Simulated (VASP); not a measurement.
# NaCl (Fm-3m) in VASP: settings compared, part 2 of 2

VASP 6.6.1.

### Step 4. Single point, BHLYP

This run uses another cell than the first one, of 20.50 Å³/atom.

POSCAR

```
NaCl
1.0
    0.0000000000      2.7370255149      2.7370255149
    2.7370255149      0.0000000000      2.7370255149
    2.7370255149      2.7370255149      0.0000000000
Cl Na
1 1
Direct
    0.5000000000      0.5000000000      0.5000000000
    0.0000000000      0.0000000000      0.0000000000
```

INCAR.step1

```
ALGO     = Normal         # electronic algorithm
EDIFF    = 1E-5           # SCF threshold, eV
ENCUT    = 520            # plane-wave cutoff, eV
GGA      = PE             # functional
ISIF     = 2              # what is computed and relaxed
ISMEAR   = -1             # smearing method
LASPH    = T              # aspherical terms in the spheres
LREAL    = F              # projectors in reciprocal space
LWAVE    = T              # write WAVECAR
NBANDS   = 14             # bands
NELM     = 80             # most SCF steps
PREC     = Accurate       # precision mode
SIGMA    = 0.05           # smearing width, eV
```

INCAR.step2

```
AEXX     = 0.5            # exact-exchange fraction
AGGAC    = 1.0          
AGGAX    = 0.5          
ALDAC    = 0.0          
ALDAX    = 0.5          
ALGO     = Normal         # electronic algorithm
EDIFF    = 1E-7           # SCF threshold, eV
ENCUT    = 520            # plane-wave cutoff, eV
GGA      = B5             # functional
ISIF     = 2              # what is computed and relaxed
ISMEAR   = -1             # smearing method
ISTART   = 1            
LASPH    = T              # aspherical terms in the spheres
LCHARG   = T              # write CHGCAR
LELF     = T              # ELF
LHFCALC  = T              # exact exchange
LREAL    = F              # projectors in reciprocal space
LVHAR    = T            
LWAVE    = F              # write WAVECAR
NBANDS   = 14             # bands
NELM     = 80             # most SCF steps
PREC     = Accurate       # precision mode
PRECFOCK = Normal       
SIGMA    = 0.05           # smearing width, eV
```

KPOINTS

```
k-points
0
Gamma
  4 4 4
```

Potentials or basis: VASP PAW PBE potentials, release 64 (Cl, Na_pv).

On the command line:

```console
> cat potpaw_PBE.64/Cl/POTCAR potpaw_PBE.64/Na_pv/POTCAR > POTCAR
> cp INCAR.step1 INCAR
> mpirun -np 1 vasp_std > vasp.out
> cp INCAR.step2 INCAR
> mpirun -np 1 vasp_std > vasp.out
```

OUTCAR:

```text
AEXX = 0.5
   EDIFF = 1E-7
   ENCUT = 520
   GGA = B5
   ISIF = 2
   ISMEAR = -1
   ISTART = 1
   LASPH = T
   LHFCALC = T
   LREAL = F
   NELM = 80
   PREC = Accurate
   PRECFOCK = Normal

 ion  position               nearest neighbor table
   1  0.500  0.500  0.500-
   2  0.000  0.000  0.000-

  LATTYP: Found a face centered cubic cell.
 ALAT       =     5.4740510298

  Lattice vectors:

 A1 = (   0.0000000000,   2.7370255149,   2.7370255149)
 A2 = (   2.7370255149,   0.0000000000,   2.7370255149)
 A3 = (   2.7370255149,   2.7370255149,   0.0000000000)

Analysis of symmetry for initial positions (statically):
=====================================================================
 Subroutine PRICEL returns:
 Original cell was already a primitive cell.

 Routine SETGRP: Setting up the symmetry group for a
 face centered cubic supercell.

 Subroutine GETGRP returns: Found 48 space group operations
 (whereof 48 operations were pure point group operations)
 out of a pool of 48 trial point group operations.

The static configuration has the point symmetry O_h .

Analysis of symmetry for dynamics (positions and initial velocities):
=====================================================================
 Subroutine PRICEL returns:
 Original cell was already a primitive cell.

 Routine SETGRP: Setting up the symmetry group for a
 face centered cubic supercell.

 Subroutine GETGRP returns: Found 48 space group operations
 (whereof 48 operations were pure point group operations)
 out of a pool of 48 trial point group operations.

The dynamic configuration has the point symmetry O_h .

 Subroutine INISYM returns: Found 48 space group operations
 (whereof 48 operations are pure point group operations),
 and found     1 'primitive' translations

----------------------------------------------------------------------------------------

                                     Primitive cell

  volume of cell :      41.0078

  direct lattice vectors                    reciprocal lattice vectors
     0.000000000  2.737025515  2.737025515    -0.182680065  0.182680065  0.182680065
     2.737025515  0.000000000  2.737025515     0.182680065 -0.182680065  0.182680065
     2.737025515  2.737025515  0.000000000     0.182680065  0.182680065 -0.182680065

  length of vectors
     3.870738604  3.870738604  3.870738604     0.316411155  0.316411155  0.316411155

  position of ions in fractional coordinates (direct lattice)
     0.500000000  0.500000000  0.500000000
     0.000000000  0.000000000  0.000000000

  ion indices of the primitive-cell ions
   primitive index   ion index
                 1           1
                 2           2

----------------------------------------------------------------------------------------

 KPOINTS: k-points

Automatic generation of k-mesh.
 Grid dimensions read from file:
 generate k-points for:    4    4    4

 Generating k-lattice:

[... 29 lines left out ...]
   dimension x,y,z NGX =    30 NGY =   30 NGZ =   30
   dimension x,y,z NGXF=    60 NGYF=   60 NGZF=   60
   ions per type =               1   1
   NGX,Y,Z   is equivalent  to a cutoff of  12.88, 12.88, 12.88 a.u.
   NGXF,Y,Z  is equivalent  to a cutoff of  25.77, 25.77, 25.77 a.u.
 SYSTEM =  unknown system
   PREC   = accura    normal or accurate (medium, high low for compatibility)
   ISTART =      1    job   : 0-new  1-cont  2-samecut
   ICHARG =      0    charge: 1-file 2-atom 10-const
   ISPIN  =      1    spin polarized calculation?
   LNONCOLLINEAR =      F non collinear calculations
   LSORBIT =      F    spin-orbit coupling
   LASPH  =      T    aspherical Exc in radial PAW
   ENCUT  =  520.0 eV  38.22 Ry    6.18 a.u.   7.20  7.20  7.20*2*pi/ulx,y,z
   NELM   =     80;   NELMIN=  2; NELMDL=  0     # of ELM steps
   EDIFF  = 0.1E-06   stopping-criterion for ELM
   LREAL  =      F    real-space projection
   EDIFFG = 0.1E-05   stopping-criterion for IOM
   NSW    =      0    number of steps for IOM
   IBRION =     -1    ionic relax: 0-MD 1-quasi-New 2-CG
   NFREE  =      0    steps in history (QN), initial steepest desc. (CG)
   ISIF   =      2    stress and relaxation
   ISYM   =      3    0-nonsym 1-usesym 2-fastsym
   POTIM  = 0.5000    time-step for ionic-motion
   TEBEG  =    0.0;   TEEND  =   0.0 temperature during run
   PSTRESS=    0.0 pullay stress
   NELECT =      14.0000    total number of electrons
   NUPDOWN=      -1.0000    fix difference up-down
   EMIN   =  10.00;   EMAX   =-10.00  energy-range for DOS
   EFERMI =   0.00;   METHOD = LEGACY
   ISMEAR =    -1;   SIGMA  =   0.05  broadening in eV -4-tet -1-fermi 0-gaus
   EFERMI_NEDOS =   21; number of points for ismear=-14 and -15
   IALGO  =     38    algorithm
   IMIX   =      1    mixing-type and parameters
     AMIX     =   0.40;   BMIX     =  1.00
     AMIX_MAG =   1.60;   BMIX_MAG =  1.00
  volume/ion in A,a.u.               =      20.50       138.37
  Fermi-wavevector in a.u.,A,eV,Ry     =   1.144183  2.162192 17.812119  1.309154
  Thomas-Fermi vector in A             =   2.280875
   LORBIT       =      0    0 simple, 1 ext, 2 COOP (PROOUT), +10 PAW based schemes
   GGA     = B5    functional components
   LHFCALC =     T    Hartree Fock is set to
   PRECFOCK=normal    Normal, Fast or Accurate (Low or Medium for compatibility)
   ENCUT4O =  -1.0   cutoff for four orbital integrals eV
   NKREDX  =     1    reduce k-point grid by
   NKREDY  =     1    reduce k-point grid by
   NKREDZ  =     1    reduce k-point grid by
   AEXX    =    0.5000 exact exchange contribution
   HFSCREEN=    0.0000 screening length (either q_TF or 0.3 A-1)
   HFSCREENC=   0.0000 screening length for correlation (either q_TF or 0.3 A-1)
   ENCUTFOCK=  -1.0 apply spherical cutoff to Coloumb kernel
   IVDW    =     0    specifies the selected vdW correction
   LEPSILON=     F    determine dielectric tensor
   LRPA    =     F    only Hartree local field effects (RPA)
 non-spin polarized calculation
  energy-cutoff  :      520.00
  volume of cell :       41.01
 maximum number of plane-waves:      1124
 NGX is ok and might be reduce to    30
  NGX = 24; NGY = 24; NGZ = 24

 number of electron      14.0000000 magnetization

 Free energy of the ion-electron system (eV)
  ---------------------------------------------------
  ext. energy  EPLUGINS =         0.00000000
  ---------------------------------------------------
  free energy    TOTEN  =        -9.74835306 eV

  energy without entropy =       -9.74835306  energy(sigma->0) =       -9.74835306

 E-fermi :  -1.5328     XC(G=0):  -4.6635

 val. band max:       -2.7381260061   @ k =   0.0000   0.0000   0.0000
 cond. band min:       7.0467726210   @ k =   0.0000   0.0000   0.0000
 fundamental gap:      9.7848986271
 Fermi energy:        -1.5328292189

 k-point     1 :       0.0000    0.0000    0.0000
  band No.  band energies     occupation
      1     -27.7797      2.00000
      2     -27.7797      2.00000
      3     -27.7797      2.00000
      4     -18.0548      2.00000
      5      -2.7381      2.00000
      6      -2.7381      2.00000
      7      -2.7381      2.00000
      8       7.0468      0.00000
      9      13.0639      0.00000
     10      13.0639      0.00000
     11      13.0639      0.00000
     12      15.6699      0.00000
     13      15.6699      0.00000
     14      17.0889      0.00000
[... 105 lines left out ...]
      1     -27.7980      2.00000
      2     -27.7980      2.00000
      3     -27.7927      2.00000
      4     -17.4521      2.00000
      5      -4.3214      2.00000
      6      -4.3214      2.00000
      7      -3.7345      2.00000
      8      10.9892      0.00000
      9      11.7461      0.00000
     10      11.7461      0.00000
     11      13.7809      0.00000
     12      18.7131      0.00000
     13      18.7131      0.00000
     14      19.4464      0.00000

------------------------ aborting loop because EDIFF is reached ----------------------------------------

  FORCE on cell =-STRESS in cart. coord.  units (eV):
  Direction    XX          YY          ZZ          XY          YZ          ZX
  --------------------------------------------------------------------------------------
  -------------------------------------------------------------------------------------
  Total        0.6918472      0.6918472      0.6918472     -0.0000000     -0.0000000      0.0000000
  in kB       27.0305116     27.0305116     27.0305116     -0.0000000     -0.0000000      0.0000000
  external PRESSURE =      27.0305116 kB  Pullay stress =       0.0000000 kB

 VOLUME and BASIS-vectors are now :
 -----------------------------------------------------------------------------
  energy-cutoff  :      520.00
  volume of cell :       41.01
      direct lattice vectors                 reciprocal lattice vectors
     0.000000000  2.737025515  2.737025515    -0.182680065  0.182680065  0.182680065
     2.737025515  0.000000000  2.737025515     0.182680065 -0.182680065  0.182680065
     2.737025515  2.737025515  0.000000000     0.182680065  0.182680065 -0.182680065

 POSITION                                       TOTAL-FORCE (eV/Angst)
 -----------------------------------------------------------------------------------
      2.73703      2.73703      2.73703         0.000000     -0.000000      0.000000
      0.00000      0.00000      0.00000        -0.000000      0.000000     -0.000000
 -----------------------------------------------------------------------------------
    total drift:                                0.000000      0.000000      0.000000

  FREE ENERGIE OF THE ION-ELECTRON SYSTEM (eV)
  ---------------------------------------------------
  free  energy   TOTEN  =        -9.7483530587 eV

  energy  without entropy=       -9.7483530587  energy(sigma->0) =       -9.74835306
```

It took 8.2 min on 1 thread of Oxide Virtual Turin-like, shared host; peak memory 0.14 GiB.

What came out:

| Property | Result |
| --- | --- |
| Free energy | -9.7484 eV |
| Pressure | 2.7 GPa |
| Band gap on the k mesh | 9.78 eV |

Levels at points of the mesh, in eV from the valence-band top:
| k point | band 5 | band 6 | band 7 | band 8 | band 9 | band 10 |
| --- | --- | --- | --- | --- | --- | --- |
| (0.00, 0.00, 0.00) | 0.00 | 0.00 | 0.00 | 9.78 | 15.80 | 15.80 |
| (0.50, 0.00, 0.00) | -2.52 | -0.37 | -0.37 | 11.76 | 15.81 | 15.81 |
| (0.50, 0.50, 0.00) | -2.21 | -0.81 | -0.81 | 12.18 | 12.30 | 16.83 |

Caveat: the k points lie up to 0.50 Å⁻¹ apart; the PAW data sets were made with another functional, which shifts forces and pressure a little.

### Step 5. Single point, BHLYP

This run uses another cell than the first one, of 20.94 Å³/atom.

POSCAR

```
NaCl
1.0
    0.0000000000      2.7563009776      2.7563009776
    2.7563009776      0.0000000000      2.7563009776
    2.7563009776      2.7563009776      0.0000000000
Cl Na
1 1
Direct
    0.5000000000      0.5000000000      0.5000000000
    0.0000000000      0.0000000000      0.0000000000
```

INCAR.step1

```
SYSTEM = NaCl
PREC = Accurate
ENCUT = 520
EDIFF = 1E-5
ISMEAR = -1
SIGMA = 0.05
LREAL = .FALSE.
LASPH = .TRUE.
NELM = 80
ALGO = Normal
ISIF = 2
LWAVE = .TRUE.
LCHARG = .FALSE.
GGA = PE
NBANDS = 14
```

INCAR.step2

```
SYSTEM = NaCl
PREC = Accurate
ENCUT = 520
EDIFF = 1E-6
ISMEAR = -1
SIGMA = 0.05
LREAL = .FALSE.
LASPH = .TRUE.
NELM = 80
ALGO = Normal
ISIF = 2
LWAVE = .FALSE.
LCHARG = .FALSE.
GGA = B5
LHFCALC = .TRUE.
AEXX = 0.5
ALDAX = 0.5
AGGAX = 0.5
AGGAC = 1.0
ALDAC = 0.0
PRECFOCK = Normal
ISTART = 1
NBANDS = 14
```

KPOINTS

```
regular mesh
0
G
  4 4 4
  0 0 0
```

On the command line:

```console
> cat potpaw_PBE.64/Cl/POTCAR potpaw_PBE.64/Na_pv/POTCAR > POTCAR
> cp INCAR.step1 INCAR
> mpirun -np 1 vasp_std > vasp.out
> cp INCAR.step2 INCAR
> mpirun -np 1 vasp_std > vasp.out
```

Run time: 7.2 min. Hardware: 1 thread of Oxide Virtual Turin-like, shared host; peak memory 0.13 GiB.

Results (log left out):

```yaml
Free_energy: -9.7613 eV
Pressure: 1.9 GPa
Band_gap_on_the_k_mesh: 9.67 eV
```

Levels at points of the mesh, in eV from the valence-band top:
| k point | band 4 | band 5 | band 6 | band 7 | band 8 | band 9 | band 10 | band 11 |
| --- | --- | --- | --- | --- | --- | --- | --- | --- |
| (0.00, 0.00, 0.00) | -15.25 | 0.00 | 0.00 | 0.00 | 9.67 | 15.77 | 15.77 | 15.77 |
| (0.50, 0.00, 0.00) | -14.78 | -2.44 | -0.35 | -0.35 | 11.71 | 15.75 | 15.75 | 16.02 |
| (0.50, 0.50, 0.00) | -14.71 | -2.14 | -0.78 | -0.78 | 12.11 | 12.31 | 16.64 | 20.36 |

Caveat: the k points lie up to 0.49 Å⁻¹ apart; the PAW data sets were made with another functional, which shifts forces and pressure a little.

### Step 6. Single point, BHLYP

This run uses another cell than the first one, of 21.38 Å³/atom.

POSCAR

```
NaCl
1.0
    0.0000000000      2.7753105505      2.7753105505
    2.7753105505      0.0000000000      2.7753105505
    2.7753105505      2.7753105505      0.0000000000
Cl Na
1 1
Direct
    0.5000000000      0.5000000000      0.5000000000
    0.0000000000      0.0000000000      0.0000000000
```

INCAR.step1

```
SYSTEM = NaCl
  ALGO = Normal
  EDIFF = 1E-5
  ENCUT = 520
  GGA = PE
  ISIF = 2
  ISMEAR = -1
  LASPH = .TRUE.
  LREAL = .FALSE.
  LWAVE = .TRUE.
  NBANDS = 14
  NELM = 60
  PREC = Accurate
  SIGMA = 0.05
```

INCAR.step2

```
SYSTEM = NaCl
  AEXX = 0.5
  AGGAC = 1.0
  AGGAX = 0.5
  ALDAC = 0.0
  ALDAX = 0.5
  ALGO = Normal
  EDIFF = 1E-6
  ENCUT = 520
  GGA = B5
  ISIF = 2
  ISMEAR = -1
  ISTART = 1
  LASPH = .TRUE.
  LCHARG = .TRUE.
  LELF = .TRUE.
  LHFCALC = .TRUE.
  LREAL = .FALSE.
  LVHAR = .TRUE.
  LWAVE = .FALSE.
  NBANDS = 14
  NELM = 60
  PREC = Accurate
  PRECFOCK = Normal
  SIGMA = 0.05
```

KPOINTS

```
k-points
0
G
  4 4 4
  0 0 0
```

Potentials or basis: VASP PAW PBE potentials, release 64 (Cl, Na_pv).

On the command line:

```console
> cat potpaw_PBE.64/Cl/POTCAR potpaw_PBE.64/Na_pv/POTCAR > POTCAR
> cp INCAR.step1 INCAR
> mpirun -np 1 vasp_std > vasp.out
> cp INCAR.step2 INCAR
> mpirun -np 1 vasp_std > vasp.out
```

OUTCAR:

```text
SYSTEM = NaCl
   AEXX = 0.5
   EDIFF = 1E-6
   ENCUT = 520
   GGA = B5
   ISIF = 2
   ISMEAR = -1
   ISTART = 1
   LASPH = .TRUE.
   LHFCALC = .TRUE.
   LREAL = .FALSE.
   NELM = 60
   PREC = Accurate
   PRECFOCK = Normal

 ion  position               nearest neighbor table
   1  0.500  0.500  0.500-
   2  0.000  0.000  0.000-

  LATTYP: Found a face centered cubic cell.
 ALAT       =     5.5506211010

  Lattice vectors:

 A1 = (   0.0000000000,   2.7753105505,   2.7753105505)
 A2 = (   2.7753105505,   0.0000000000,   2.7753105505)
 A3 = (   2.7753105505,   2.7753105505,   0.0000000000)

Analysis of symmetry for initial positions (statically):
=====================================================================
 Subroutine PRICEL returns:
 Original cell was already a primitive cell.

 Routine SETGRP: Setting up the symmetry group for a
 face centered cubic supercell.

 Subroutine GETGRP returns: Found 48 space group operations
 (whereof 48 operations were pure point group operations)
 out of a pool of 48 trial point group operations.

The static configuration has the point symmetry O_h .

[... 162 lines left out ...]
      3     -28.1138      2.00000
      4     -18.1994      2.00000
      5      -3.0034      2.00000
      6      -3.0034      2.00000
      7      -3.0034      2.00000
      8       6.5617      0.00000
      9      12.7304      0.00000
     10      12.7304      0.00000
     11      12.7304      0.00000
     12      15.2746      0.00000
     13      15.2746      0.00000
     14      16.6113      0.00000
[... 105 lines left out ...]
      1     -28.1291      2.00000
      2     -28.1291      2.00000
      3     -28.1245      2.00000
      4     -17.6607      2.00000
      5      -4.4833      2.00000
      6      -4.4833      2.00000
      7      -3.9318      2.00000
      8      10.5130      0.00000
      9      11.3394      0.00000
     10      11.3394      0.00000
     11      13.2547      0.00000
     12      18.0540      0.00000
     13      18.0540      0.00000
     14      18.8203      0.00000

------------------------ aborting loop because EDIFF is reached ----------------------------------------

  FORCE on cell =-STRESS in cart. coord.  units (eV):
  Direction    XX          YY          ZZ          XY          YZ          ZX
  --------------------------------------------------------------------------------------
  -------------------------------------------------------------------------------------
  Total        0.3170231      0.3170231      0.3170231      0.0000000      0.0000000      0.0000000
  in kB       11.8805538     11.8805538     11.8805538      0.0000000      0.0000000      0.0000000
  external PRESSURE =      11.8805538 kB  Pullay stress =       0.0000000 kB

 VOLUME and BASIS-vectors are now :
 -----------------------------------------------------------------------------
  energy-cutoff  :      520.00
  volume of cell :       42.75
      direct lattice vectors                 reciprocal lattice vectors
     0.000000000  2.775310550  2.775310550    -0.180160018  0.180160018  0.180160018
     2.775310550  0.000000000  2.775310550     0.180160018 -0.180160018  0.180160018
     2.775310550  2.775310550  0.000000000     0.180160018  0.180160018 -0.180160018

 POSITION                                       TOTAL-FORCE (eV/Angst)
 -----------------------------------------------------------------------------------
      2.77531      2.77531      2.77531        -0.000000      0.000000     -0.000000
      0.00000      0.00000      0.00000         0.000000     -0.000000      0.000000
 -----------------------------------------------------------------------------------
    total drift:                               -0.000000     -0.000000     -0.000000

  FREE ENERGIE OF THE ION-ELECTRON SYSTEM (eV)
  ---------------------------------------------------
  free  energy   TOTEN  =        -9.7702367150 eV

  energy  without entropy=       -9.7702367149  energy(sigma->0) =       -9.77023671
```

Wall time 6.1 min (1 thread of Oxide Virtual Turin-like, shared host); peak memory 0.13 GiB.

What came out:

```yaml
Free_energy: -9.7702 eV
Pressure: 1.2 GPa
Band_gap_on_the_k_mesh: 9.57 eV
```

Caveat: the k points lie up to 0.49 Å⁻¹ apart; the PAW data sets were made with another functional, which shifts forces and pressure a little.

### Step 7. The runs side by side

| task | level | cell | k mesh | cutoff (eV) | share of exact exchange | gap on the mesh (eV) | pressure (GPa) |
| --- | --- | --- | --- | --- | --- | --- | --- |
| relaxation of cell and atoms | B3LYP | relaxed from a = 3.951 Å, angles 60.0°, 2 atoms | 4 × 4 × 4 | 600 | 0.2 | 6.71 | 0.0 |
| single point | HF | a = 3.951 Å, angles 60.0°, 2 atoms | 5 × 5 × 5 | 520 | 1 | 13.91 | 2.8 |
| single point | BHLYP | a = 3.871 Å, angles 60.0°, 2 atoms | 4 × 4 × 4 | 520 | 0.5 | 9.78 | 2.7 |
| single point | BHLYP | a = 3.898 Å, angles 60.0°, 2 atoms | 4 × 4 × 4 | 520 | 0.5 | 9.67 | 1.9 |
| single point | BHLYP | a = 3.925 Å, angles 60.0°, 2 atoms | 4 × 4 × 4 | 520 | 0.5 | 9.57 | 1.2 |

Alike in all rows: potentials or basis VASP PAW PBE potentials, release 64 (Cl, Na_pv); no spin polarisation; smearing fermi-dirac 0.05 eV.

Caveats: some runs use coarse meshes; the PAW data sets were made with another functional, which shifts forces and pressure a little.

Total energies depend on the potentials used, so only differences within one code and one set of settings carry meaning.
